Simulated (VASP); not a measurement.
# InSe (C2/m) in VASP: single point with PBEsol

Aim: the single point of InSe with PBEsol.

Everything below comes from runs of VASP 6.6.1. Logs are shortened: lines on timing, memory, paths and dates and some standing lists are left out, and cuts for length are marked.

## (1) The cell of the first run

Symmetry: C2/m, No. 12, monoclinic system. Conventional cell: a = 11.736 Å, b = 4.110 Å, c = 4.610 Å, α = 90.00°, β = 110.30°, γ = 90.00°. In (site symmetry m) has 5 Se at 2.58 to 3.51 Å and 3 In at 2.74 to 3.74 Å within 3.8 Å. Se (site symmetry m) has 5 In at 2.58 to 3.51 Å and 3 Se at 3.51 to 3.52 Å within 3.6 Å.

## (2) Single point, PBEsol

Contents of INCAR:

```
ALGO = Normal
EDIFF = 1E-6
ENCUT = 520
GGA = PS
ISIF = 2
ISMEAR = 0
LASPH = True
LCHARG = False
LREAL = False
LWAVE = False
NBANDS = 27
NELM = 80
PREC = Accurate
SIGMA = 0.01
```

Contents of KPOINTS:

```
k-points
0
Gamma
  6 6 6
```

Contents of POSCAR:

```
InSe
1.0
    5.8679031300     -2.0550000000      0.0000000000
    5.8679031300      2.0550000000      0.0000000000
   -1.5994149700      0.0000000000      4.3236525900
In Se
2 2
Direct
    0.8840000000      0.8840000000      0.0050000000
    0.1160000000      0.1160000000      0.9950000000
    0.6600000000      0.6600000000      0.6420000000
    0.3400000000      0.3400000000      0.3580000000
```

Potentials or basis: VASP PAW PBE potentials, release 64 (In_d, Se).

Started as:

```
> cat potpaw_PBE.64/In_d/POTCAR potpaw_PBE.64/Se/POTCAR > POTCAR
> mpirun -np 1 vasp_std > vasp.out
```

OUTCAR:

```text
EDIFF = 1E-6
   ENCUT = 520
   GGA = PS
   ISIF = 2
   ISMEAR = 0
   LASPH = True
   LREAL = False
   NELM = 80
   PREC = Accurate

 ion  position               nearest neighbor table
   1  0.884  0.884  0.005-   3 2.58   2 2.74   4 2.78   4 2.78   2 3.74   2 3.74
   2  0.116  0.116  0.995-   4 2.58   1 2.74   3 2.78   3 2.78   1 3.74   1 3.74
   3  0.660  0.660  0.642-   1 2.58   2 2.78   2 2.78
   4  0.340  0.340  0.358-   2 2.58   1 2.78   1 2.78

  LATTYP: Found a base centered monoclinic cell.
 ALAT       =    11.7358062600
 B/A-ratio  =     0.3502102803
 C/A-ratio  =     0.3928149370
 COS(beta)  =    -0.3469446792

  Lattice vectors:

 A1 = (   5.8679031300,  -2.0550000000,   0.0000000000)
 A2 = (   5.8679031300,   2.0550000000,   0.0000000000)
 A3 = (  -1.5994149700,   0.0000000000,   4.3236525900)

Analysis of symmetry for initial positions (statically):
=====================================================================
 Subroutine PRICEL returns:
 Original cell was already a primitive cell.

 Routine SETGRP: Setting up the symmetry group for a
 base centered monoclinic supercell.

 Subroutine GETGRP returns: Found  4 space group operations
 (whereof  4 operations were pure point group operations)
 out of a pool of  4 trial point group operations.

The static configuration has the point symmetry C_2h.

Analysis of symmetry for dynamics (positions and initial velocities):
=====================================================================
 Subroutine PRICEL returns:
 Original cell was already a primitive cell.

 Routine SETGRP: Setting up the symmetry group for a
 base centered monoclinic supercell.

 Subroutine GETGRP returns: Found  4 space group operations
 (whereof  4 operations were pure point group operations)
 out of a pool of  4 trial point group operations.

The dynamic configuration has the point symmetry C_2h.

 Subroutine INISYM returns: Found  4 space group operations
 (whereof  4 operations are pure point group operations),
 and found     1 'primitive' translations

----------------------------------------------------------------------------------------

                                     Primitive cell

  volume of cell :     104.2739

  direct lattice vectors                    reciprocal lattice vectors
     5.867903130 -2.055000000  0.000000000     0.085209314 -0.243309002  0.031520815
     5.867903130  2.055000000  0.000000000     0.085209314  0.243309002  0.031520815
    -1.599414970  0.000000000  4.323652590     0.000000000  0.000000000  0.231285928

  length of vectors
     6.217339635  6.217339635  4.609999996     0.259718039  0.259718039  0.231285928

  position of ions in fractional coordinates (direct lattice)
     0.884000000  0.884000000  0.005000000
     0.116000000  0.116000000  0.995000000
     0.660000000  0.660000000  0.642000000
     0.340000000  0.340000000  0.358000000

  ion indices of the primitive-cell ions
   primitive index   ion index
                 1           1
                 2           2
                 3           3
                 4           4

----------------------------------------------------------------------------------------

 KPOINTS: k-points

Automatic generation of k-mesh.
 Grid dimensions read from file:
 generate k-points for:    6    6    6

 Generating k-lattice:

  Cartesian coordinates                     Fractional coordinates (reciprocal lattice)
     0.014201552 -0.040551500  0.005253469     0.166666667  0.000000000 -0.000000000
     0.014201552  0.040551500  0.005253469     0.000000000  0.166666667 -0.000000000
     0.000000000  0.000000000  0.038547655     0.000000000  0.000000000  0.166666667

  Length of vectors
     0.043286340  0.043286340  0.038547655

  Shift w.r.t. Gamma in fractional coordinates (k-lattice)
     0.000000000  0.000000000  0.000000000

 Subroutine IBZKPT returns following result:
 ===========================================

 Found     68 irreducible k-points:

 Following reciprocal coordinates:
            Coordinates               Weight
  0.000000  0.000000  0.000000      1.000000
  0.166667  0.000000  0.000000      4.000000
  0.333333 -0.000000 -0.000000      4.000000
  0.500000  0.000000 -0.000000      2.000000
  0.166667  0.166667  0.000000      2.000000
  0.333333  0.166667  0.000000      4.000000
[... 16 lines left out ...]
 -0.333333  0.166667  0.166667      4.000000
 -0.166667  0.166667  0.166667      4.000000
 [... further k-points ...]
   k-points           NKPTS =     68   k-points in BZ     NKDIM =     68   number of bands    NBANDS=     27
   number of dos      NEDOS =    301   number of ions     NIONS =      4
   total plane-waves  NPLWV =  82944
   dimension x,y,z NGX =    48 NGY =   48 NGZ =   36
   dimension x,y,z NGXF=    96 NGYF=   96 NGZF=   72
   ions per type =               2   2
   NGX,Y,Z   is equivalent  to a cutoff of  12.83, 12.83, 12.98 a.u.
   NGXF,Y,Z  is equivalent  to a cutoff of  25.67, 25.67, 25.96 a.u.
 SYSTEM =  unknown system
   PREC   = accura    normal or accurate (medium, high low for compatibility)
   ISTART =      0    job   : 0-new  1-cont  2-samecut
   ICHARG =      2    charge: 1-file 2-atom 10-const
   ISPIN  =      1    spin polarized calculation?
   LNONCOLLINEAR =      F non collinear calculations
   LSORBIT =      F    spin-orbit coupling
   LASPH  =      T    aspherical Exc in radial PAW
   ENCUT  =  520.0 eV  38.22 Ry    6.18 a.u.  11.56 11.56  8.57*2*pi/ulx,y,z
   NELM   =     80;   NELMIN=  2; NELMDL= -5     # of ELM steps
   EDIFF  = 0.1E-05   stopping-criterion for ELM
   LREAL  =      F    real-space projection
   EDIFFG = 0.1E-04   stopping-criterion for IOM
   NSW    =      0    number of steps for IOM
   IBRION =     -1    ionic relax: 0-MD 1-quasi-New 2-CG
   NFREE  =      0    steps in history (QN), initial steepest desc. (CG)
   ISIF   =      2    stress and relaxation
   ISYM   =      2    0-nonsym 1-usesym 2-fastsym
   POTIM  = 0.5000    time-step for ionic-motion
   TEBEG  =    0.0;   TEEND  =   0.0 temperature during run
   PSTRESS=    0.0 pullay stress
   NELECT =      38.0000    total number of electrons
   NUPDOWN=      -1.0000    fix difference up-down
   EMIN   =  10.00;   EMAX   =-10.00  energy-range for DOS
   EFERMI =   0.00;   METHOD = LEGACY
   ISMEAR =     0;   SIGMA  =   0.01  broadening in eV -4-tet -1-fermi 0-gaus
   EFERMI_NEDOS =   21; number of points for ismear=-14 and -15
   IALGO  =     38    algorithm
   IMIX   =      4    mixing-type and parameters
     AMIX     =   0.40;   BMIX     =  1.00
     AMIX_MAG =   1.60;   BMIX_MAG =  1.00
  volume/ion in A,a.u.               =      26.07       175.92
  Fermi-wavevector in a.u.,A,eV,Ry     =   1.169349  2.209749 18.604297  1.367377
  Thomas-Fermi vector in A             =   2.305823
   LORBIT       =      0    0 simple, 1 ext, 2 COOP (PROOUT), +10 PAW based schemes
   GGA     = PS    functional components
   LHFCALC =     F    Hartree Fock is set to
   AEXX    =    0.0000 exact exchange contribution
   IVDW    =     0    specifies the selected vdW correction
   LEPSILON=     F    determine dielectric tensor
   LRPA    =     F    only Hartree local field effects (RPA)
 non-spin polarized calculation
 Gauss-broadening in eV      SIGMA  =   0.01
  energy-cutoff  :      520.00
  volume of cell :      104.27
 maximum number of plane-waves:      2833
 NGX is ok and might be reduce to    48
   NGX = 23   NGY = 23   NGZ = 17

 number of electron      38.0000002 magnetization

 Free energy of the ion-electron system (eV)
  ---------------------------------------------------
  ext. energy  EPLUGINS =         0.00000000
  ---------------------------------------------------
  free energy    TOTEN  =       -15.45422538 eV

  energy without entropy =      -15.45422538  energy(sigma->0) =      -15.45422538

 E-fermi :   4.7874     XC(G=0):  -9.7652

 val. band max:        4.7376663516   @ k =  -0.3333  -0.3333   0.3333
 cond. band min:       5.7850981511   @ k =   0.5000   0.5000  -0.0000
 fundamental gap:      1.0474317995
 Fermi energy:         4.7873961367

 k-point     1 :       0.0000    0.0000    0.0000
  band No.  band energies     occupation
      1      -9.8508      2.00000
      2      -9.8053      2.00000
      3      -9.5008      2.00000
      4      -9.4841      2.00000
      5      -9.4418      2.00000
      6      -9.4379      2.00000
[... 19 lines left out ...]
     26      11.7751      0.00000
     27      13.3796      0.00000

 k-point     2 :       0.1667    0.0000    0.0000
  band No.  band energies     occupation
      1      -9.8517      2.00000
      2      -9.7924      2.00000
      3      -9.5533      2.00000
      4      -9.4800      2.00000
      5      -9.4596      2.00000
      6      -9.4311      2.00000
[... 19 lines left out ...]
     26      11.6721      0.00000
     27      13.0791      0.00000

 k-point     3 :       0.3333   -0.0000   -0.0000
  band No.  band energies     occupation
      1      -9.8491      2.00000
      2      -9.7834      2.00000
      3      -9.5958      2.00000
      4      -9.5243      2.00000
      5      -9.4503      2.00000
      6      -9.4441      2.00000
[... 19 lines left out ...]
     26      12.5381      0.00000
     27      12.6344      0.00000

 k-point     4 :       0.5000    0.0000   -0.0000
  band No.  band energies     occupation
      1      -9.8466      2.00000
      2      -9.7883      2.00000
      3      -9.5751      2.00000
      4      -9.5723      2.00000
      5      -9.4504      2.00000
      6      -9.4425      2.00000
[... 19 lines left out ...]
     26      12.3206      0.00000
     27      13.3397      0.00000

 k-point     5 :       0.1667    0.1667    0.0000
  band No.  band energies     occupation
      1      -9.8798      2.00000
      2      -9.7550      2.00000
      3      -9.5297      2.00000
      4      -9.4885      2.00000
      5      -9.4438      2.00000
      6      -9.4362      2.00000
[... 19 lines left out ...]
     26      11.7271      0.00000
     27      13.1424      0.00000

 k-point     6 :       0.3333    0.1667    0.0000
  band No.  band energies     occupation
      1      -9.8865      2.00000
      2      -9.7231      2.00000
      3      -9.5637      2.00000
      4      -9.5050      2.00000
      5      -9.4665      2.00000
      6      -9.4235      2.00000
[... 444 lines left out ...]
      1      -9.8914      2.00000
      2      -9.7293      2.00000
      3      -9.5648      2.00000
      4      -9.4980      2.00000
      5      -9.4635      2.00000
      6      -9.4272      2.00000
[... 19 lines left out ...]
     26      10.8656      0.00000
     27      12.3885      0.00000

 k-point    22 :       0.5000    0.1667    0.1667
  band No.  band energies     occupation
      1      -9.8875      2.00000
      2      -9.7355      2.00000
      3      -9.5795      2.00000
      4      -9.5677      2.00000
      5      -9.4601      2.00000
      6      -9.4345      2.00000
[... 19 lines left out ...]
     26      10.8598      0.00000
     27      12.3438      0.00000

 k-point    23 :      -0.3333    0.1667    0.1667
  band No.  band energies     occupation
      1      -9.8718      2.00000
      2      -9.7693      2.00000
      3      -9.6307      2.00000
      4      -9.5383      2.00000
      5      -9.4676      2.00000
      6      -9.4305      2.00000
[... 19 lines left out ...]
     26      10.9751      0.00000
     27      13.4667      0.00000

 k-point    24 :      -0.1667    0.1667    0.1667
  band No.  band energies     occupation
      1      -9.8373      2.00000
      2      -9.8166      2.00000
      3      -9.6182      2.00000
      4      -9.4967      2.00000
      5      -9.4649      2.00000
      6      -9.4386      2.00000
[... 19 lines left out ...]
     26      12.2090      0.00000
     27      12.9359      0.00000

 [... further k-points ...]

------------------------ aborting loop because EDIFF is reached ----------------------------------------

  FORCE on cell =-STRESS in cart. coord.  units (eV):
  Direction    XX          YY          ZZ          XY          YZ          ZX
  --------------------------------------------------------------------------------------
  -------------------------------------------------------------------------------------
  Total        1.2481406     -0.9548094     -0.4268905      0.0000000      0.0000000      1.4328403
  in kB       19.1777889    -14.6707303     -6.5592104      0.0000000      0.0000000     22.0157159
  external PRESSURE =      -0.6840506 kB  Pullay stress =       0.0000000 kB

 VOLUME and BASIS-vectors are now :
 -----------------------------------------------------------------------------
  energy-cutoff  :      520.00
  volume of cell :      104.27
      direct lattice vectors                 reciprocal lattice vectors
     5.867903130 -2.055000000  0.000000000     0.085209314 -0.243309002  0.031520815
     5.867903130  2.055000000  0.000000000     0.085209314  0.243309002  0.031520815
    -1.599414970  0.000000000  4.323652590     0.000000000  0.000000000  0.231285928

 POSITION                                       TOTAL-FORCE (eV/Angst)
 -----------------------------------------------------------------------------------
     10.36646      0.00000      0.02162        -0.175121      0.000000      0.514515
     -0.23006      0.00000      4.30203         0.175121      0.000000     -0.514515
      6.71881      0.00000      2.77578        -0.700702      0.000000     -0.033469
      3.41758      0.00000      1.54787         0.700702      0.000000      0.033469
 -----------------------------------------------------------------------------------
    total drift:                               -0.000000     -0.000000      0.000000

  FREE ENERGIE OF THE ION-ELECTRON SYSTEM (eV)
  ---------------------------------------------------
  free  energy   TOTEN  =       -15.4542253808 eV

  energy  without entropy=      -15.4542253808  energy(sigma->0) =      -15.45422538
```

Wall time 3.1 min (1 thread of Intel Xeon Platinum 8259CL at 2.50GHz (Skylake/Cascade Lake), shared host); peak memory 0.37 GiB.

What came out:

```yaml
Free_energy: -15.4542 eV
Pressure: -0.1 GPa
Largest_force: 0.702 eV/Å
Band_gap_on_the_k_mesh: 1.05 eV (least direct gap 1.29 eV)
```

Forces on the atoms (eV/Å):
```
In  -0.175  0.000  0.515
In   0.175  0.000 -0.515
Se  -0.701  0.000 -0.033
Se   0.701  0.000  0.033
```

Stress tensor (GPa, compression positive):
```
 1.92  0.00  2.20
 0.00 -1.47  0.00
 2.20  0.00 -0.66
```

Caveat: the PAW data sets were made with another functional, which shifts forces and pressure a little; spin-orbit coupling is left out, which moves the levels of the heavy elements. As with any semilocal functional, this PBEsol gap is likely too small.
